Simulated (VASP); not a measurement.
# Hf2Bi2O (P-6m2) in VASP: a series of runs, part 2 of 2

VASP 6.6.1. The steps go on from the part before.

### 4 Single point, PBE

This run uses another cell than the first one, of 25.54 Å³/atom.

INCAR reads:

```
SYSTEM = Hf2Bi2O
ALGO     = Normal         ! electronic algorithm
EDIFF    = 1E-6           ! SCF threshold, eV
ENCUT    = 520            ! plane-wave cutoff, eV
GGA      = PE             ! functional
ISIF     = 2              ! what is computed and relaxed
ISMEAR   = 0              ! smearing method
LASPH    = .True.         ! aspherical terms in the spheres
LCHARG   = .True.         ! write CHGCAR
LELF     = .True.         ! ELF
LREAL    = .False.        ! projectors in reciprocal space
LVHAR    = .True.       
LWAVE    = .False.        ! write WAVECAR
NBANDS   = 36             ! bands
NELM     = 60             ! most SCF steps
PREC     = Accurate       ! precision mode
SIGMA    = 0.1            ! smearing width, eV
```

KPOINTS reads:

```
k-points
0
Gamma
  12 12 8
  0 0 0
```

POSCAR reads:

```
Hf2Bi2O
1.0
    5.2454423526      0.0000000000      0.0000000000
   -2.6227211763      4.5426863314      0.0000000000
    0.0000000000      0.0000000000      5.3596453279
Hf Bi O
2 2 1
Direct
    0.3333333333      0.6666666667      0.2399178073
    0.3333333333      0.6666666667      0.7600821927
    0.6666666667      0.3333333333      0.0000000000
    0.0000000000      0.0000000000      0.0000000000
    0.0000000000      0.0000000000      0.5000000000
```

Potentials or basis: VASP PAW PBE potentials, release 64 (Hf_pv, Bi_d, O).

Command:

```bash
> cat potpaw_PBE.64/Hf_pv/POTCAR potpaw_PBE.64/Bi_d/POTCAR potpaw_PBE.64/O/POTCAR > POTCAR
> mpirun -np 1 vasp_std > vasp.out
```

OUTCAR:

```text
SYSTEM = Hf2Bi2O
   EDIFF = 1E-6
   ENCUT = 520
   GGA = PE
   ISIF = 2
   ISMEAR = 0
   LASPH = .True.
   LREAL = .False.
   NELM = 60
   PREC = Accurate

 ion  position               nearest neighbor table
   1  0.333  0.667  0.240-   2 2.57   2 2.79   3 3.29   4 3.29   3 3.29   4 3.29   4 3.29   3 3.29

   2  0.333  0.667  0.760-   1 2.57   1 2.79   3 3.29   4 3.29   3 3.29   4 3.29   4 3.29   3 3.29

   3  0.667  0.333  0.000-   4 3.03   4 3.03   4 3.03   2 3.29   1 3.29   2 3.29   1 3.29   1 3.29
                             2 3.29
   4  0.000  0.000  0.000-   5 2.68   5 2.68   3 3.03   3 3.03   3 3.03   1 3.29   2 3.29   1 3.29
                             2 3.29   1 3.29   2 3.29
   5  0.000  0.000  0.500-   4 2.68   4 2.68

  LATTYP: Found a hexagonal cell.
 ALAT       =     5.2454423526
 C/A-ratio  =     1.0217718483

  Lattice vectors:

 A1 = (   5.2454423526,   0.0000000000,   0.0000000000)
 A2 = (  -2.6227211763,   4.5426863314,   0.0000000000)
 A3 = (   0.0000000000,   0.0000000000,   5.3596453279)

Analysis of symmetry for initial positions (statically):
=====================================================================
 Subroutine PRICEL returns:
 Original cell was already a primitive cell.

 Routine SETGRP: Setting up the symmetry group for a
 hexagonal supercell.

 Subroutine GETGRP returns: Found 12 space group operations
 (whereof 12 operations were pure point group operations)
 out of a pool of 24 trial point group operations.

The static configuration has the point symmetry D_3h.

Analysis of symmetry for dynamics (positions and initial velocities):
=====================================================================
 Subroutine PRICEL returns:
 Original cell was already a primitive cell.

 Routine SETGRP: Setting up the symmetry group for a
 hexagonal supercell.

 Subroutine GETGRP returns: Found 12 space group operations
 (whereof 12 operations were pure point group operations)
 out of a pool of 24 trial point group operations.

The dynamic configuration has the point symmetry D_3h.

 Subroutine INISYM returns: Found 12 space group operations
 (whereof 12 operations are pure point group operations),
 and found     1 'primitive' translations

----------------------------------------------------------------------------------------

                                     Primitive cell

  volume of cell :     127.7118

  direct lattice vectors                    reciprocal lattice vectors
     5.245442353  0.000000000  0.000000000     0.190641691  0.110067032  0.000000000
    -2.622721176  4.542686331  0.000000000     0.000000000  0.220134063  0.000000000
     0.000000000  0.000000000  5.359645328     0.000000000  0.000000000  0.186579510

  length of vectors
     5.245442353  5.245442353  5.359645328     0.220134063  0.220134063  0.186579510

  position of ions in fractional coordinates (direct lattice)
     0.333333333  0.666666667  0.239917807
     0.333333333  0.666666667  0.760082193
     0.666666667  0.333333333  0.000000000
     0.000000000  0.000000000  0.000000000
     0.000000000  0.000000000  0.500000000

  ion indices of the primitive-cell ions
   primitive index   ion index
                 1           1
                 2           2
                 3           3
                 4           4
[... 30 lines left out ...]
  0.000000  0.000000  0.000000      1.000000
  0.083333 -0.000000  0.000000      6.000000
  0.166667 -0.000000  0.000000      6.000000
  0.250000 -0.000000  0.000000      6.000000
  0.333333  0.000000  0.000000      6.000000
  0.416667 -0.000000  0.000000      6.000000
[... 16 lines left out ...]
  0.250000 -0.000000  0.125000     12.000000
  0.333333  0.000000  0.125000     12.000000
 [... further k-points ...]
   k-points           NKPTS =     95   k-points in BZ     NKDIM =     95   number of bands    NBANDS=     36
   number of dos      NEDOS =    301   number of ions     NIONS =      5
   total plane-waves  NPLWV =  64000
   dimension x,y,z NGX =    40 NGY =   40 NGZ =   40
   dimension x,y,z NGXF=    80 NGYF=   80 NGZF=   80
   ions per type =               2   2   1
   NGX,Y,Z   is equivalent  to a cutoff of  12.68, 12.68, 12.41 a.u.
   NGXF,Y,Z  is equivalent  to a cutoff of  25.35, 25.35, 24.81 a.u.
 SYSTEM =  Hf2Bi2O
   PREC   = accura    normal or accurate (medium, high low for compatibility)
   ISTART =      0    job   : 0-new  1-cont  2-samecut
   ICHARG =      2    charge: 1-file 2-atom 10-const
   ISPIN  =      1    spin polarized calculation?
   LNONCOLLINEAR =      F non collinear calculations
   LSORBIT =      F    spin-orbit coupling
   LASPH  =      T    aspherical Exc in radial PAW
   ENCUT  =  520.0 eV  38.22 Ry    6.18 a.u.   9.75  9.75  9.97*2*pi/ulx,y,z
   NELM   =     60;   NELMIN=  2; NELMDL= -5     # of ELM steps
   EDIFF  = 0.1E-05   stopping-criterion for ELM
   LREAL  =      F    real-space projection
   EDIFFG = 0.1E-04   stopping-criterion for IOM
   NSW    =      0    number of steps for IOM
   IBRION =     -1    ionic relax: 0-MD 1-quasi-New 2-CG
   NFREE  =      0    steps in history (QN), initial steepest desc. (CG)
   ISIF   =      2    stress and relaxation
   ISYM   =      2    0-nonsym 1-usesym 2-fastsym
   POTIM  = 0.5000    time-step for ionic-motion
   TEBEG  =    0.0;   TEEND  =   0.0 temperature during run
   PSTRESS=    0.0 pullay stress
   NELECT =      56.0000    total number of electrons
   NUPDOWN=      -1.0000    fix difference up-down
   EMIN   =  10.00;   EMAX   =-10.00  energy-range for DOS
   EFERMI =   0.00;   METHOD = LEGACY
   ISMEAR =     0;   SIGMA  =   0.10  broadening in eV -4-tet -1-fermi 0-gaus
   EFERMI_NEDOS =   21; number of points for ismear=-14 and -15
   IALGO  =     38    algorithm
   IMIX   =      4    mixing-type and parameters
     AMIX     =   0.40;   BMIX     =  1.00
     AMIX_MAG =   1.60;   BMIX_MAG =  1.00
  volume/ion in A,a.u.               =      25.54       172.37
  Fermi-wavevector in a.u.,A,eV,Ry     =   1.243733  2.350315 21.046472  1.546872
  Thomas-Fermi vector in A             =   2.378031
   LORBIT       =      0    0 simple, 1 ext, 2 COOP (PROOUT), +10 PAW based schemes
   GGA     = PE    functional components
   LHFCALC =     F    Hartree Fock is set to
   AEXX    =    0.0000 exact exchange contribution
   IVDW    =     0    specifies the selected vdW correction
   LEPSILON=     F    determine dielectric tensor
   LRPA    =     F    only Hartree local field effects (RPA)
 non-spin polarized calculation
 Gauss-broadening in eV      SIGMA  =   0.10
  energy-cutoff  :      520.00
  volume of cell :      127.71
 maximum number of plane-waves:      3462
 NGX is ok and might be reduce to    40
   NGX = 19   NGY = 19   NGZ = 19

 number of electron      56.0000004 magnetization

 Free energy of the ion-electron system (eV)
  ---------------------------------------------------
  ext. energy  EPLUGINS =         0.00000000
  ---------------------------------------------------
  free energy    TOTEN  =       -30.02929920 eV

  energy without entropy =      -30.02293029  energy(sigma->0) =      -30.02611475

 E-fermi :   5.4292     XC(G=0): -10.0310

 val. band max:        5.4237664984   @ k =   0.3333   0.0000   0.0000
 cond. band min:       5.4347229181   @ k =   0.3333   0.0000   0.1250
 fundamental gap:      0.0109564197
 Fermi energy:         5.4291615839

 k-point     1 :       0.0000    0.0000    0.0000
  band No.  band energies     occupation
      1     -26.7242      2.00000
      2     -26.1014      2.00000
      3     -26.1014      2.00000
      4     -25.8671      2.00000
      5     -25.8671      2.00000
      6     -24.8877      2.00000
[... 925 lines left out ...]
     35       8.9874      0.00000
     36       9.6167      0.00000

 [... further k-points ...]

------------------------ aborting loop because EDIFF is reached ----------------------------------------

  FORCE on cell =-STRESS in cart. coord.  units (eV):
  Direction    XX          YY          ZZ          XY          YZ          ZX
  --------------------------------------------------------------------------------------
  -------------------------------------------------------------------------------------
  Total       -0.1863745     -0.1863745     -0.3310954      0.0000000      0.0000000      0.0000000
  in kB       -2.3381167     -2.3381167     -4.1536782      0.0000000      0.0000000      0.0000000
  external PRESSURE =      -2.9433039 kB  Pullay stress =       0.0000000 kB

 VOLUME and BASIS-vectors are now :
 -----------------------------------------------------------------------------
  energy-cutoff  :      520.00
  volume of cell :      127.71
      direct lattice vectors                 reciprocal lattice vectors
     5.245442353  0.000000000  0.000000000     0.190641691  0.110067032  0.000000000
    -2.622721176  4.542686331  0.000000000     0.000000000  0.220134063  0.000000000
     0.000000000  0.000000000  5.359645328     0.000000000  0.000000000  0.186579510

 POSITION                                       TOTAL-FORCE (eV/Angst)
 -----------------------------------------------------------------------------------
     -0.00000      3.02846      1.28587        -0.000000      0.000000     -0.085269
     -0.00000      3.02846      4.07377        -0.000000      0.000000      0.085269
      2.62272      1.51423      0.00000         0.000000     -0.000000      0.000000
      0.00000      0.00000      0.00000        -0.000000      0.000000      0.000000
      0.00000      0.00000      2.67982         0.000000      0.000000      0.000000
 -----------------------------------------------------------------------------------
    total drift:                                0.000000     -0.000000      0.000000

  FREE ENERGIE OF THE ION-ELECTRON SYSTEM (eV)
  ---------------------------------------------------
  free  energy   TOTEN  =       -30.0292992004 eV

  energy  without entropy=      -30.0229302899  energy(sigma->0) =      -30.02611475
```

It took 2.9 min on 1 thread of Intel Xeon 6975P-C (Granite Rapids), shared host; peak memory 0.51 GiB.

Results:

* Free energy: -30.0293 eV
* Pressure: -0.3 GPa
* Largest force: 0.085 eV/Å
* Band gap on the k mesh: zero (bands 28 and 29 overlap by 0.69 eV)

Forces on the atoms (eV/Å):
```
Hf   0.000  0.000 -0.085
Hf   0.000  0.000  0.085
Bi   0.000  0.000  0.000
Bi   0.000  0.000  0.000
O    0.000  0.000  0.000
```

Stress tensor (GPa, compression positive):
```
-0.23  0.00  0.00
 0.00 -0.23  0.00
 0.00  0.00 -0.42
```

Caveat: spin-orbit coupling is left out, which moves the levels of the heavy elements.

### 5 Summary

```csv
task,cell,k mesh,cutoff (eV),gap on the mesh (eV),pressure (GPa),relaxed volume (Å³/atom),largest force (eV/Å)
relaxation of cell and atoms,"relaxed from a = 4.030, b = 4.030, c = 8.156 Å, angles 90.0, 90.0, 120.0°, 5 atoms, atomic positions A",6 × 6 × 2,600,none,0.0,25.28,0.01
relaxation of cell and atoms,"relaxed from a = 5.206, b = 5.206, c = 5.438 Å, angles 90.0, 90.0, 120.0°, 5 atoms, atomic positions B",6 × 6 × 4,600,none,-0.1,25.27,0.02
single point,"a = 5.245, b = 5.245, c = 5.360 Å, angles 90.0, 90.0, 120.0°, 5 atoms, atomic positions B",12 × 12 × 8,520,none,-0.3,-,0.09
```

Alike in all rows: level PBE; potentials or basis VASP PAW PBE potentials, release 64 (Hf_pv, Bi_d, O); no spin polarisation; smearing gaussian 0.1 eV.

Caveats: some runs use coarse meshes; spin-orbit coupling is left out, which moves the levels of the heavy elements; a cell axis changed by over 15 % at a fixed basis, so the end point is rough (at least some runs).

Total energies depend on the potentials used, so only differences within one code and one set of settings carry meaning.
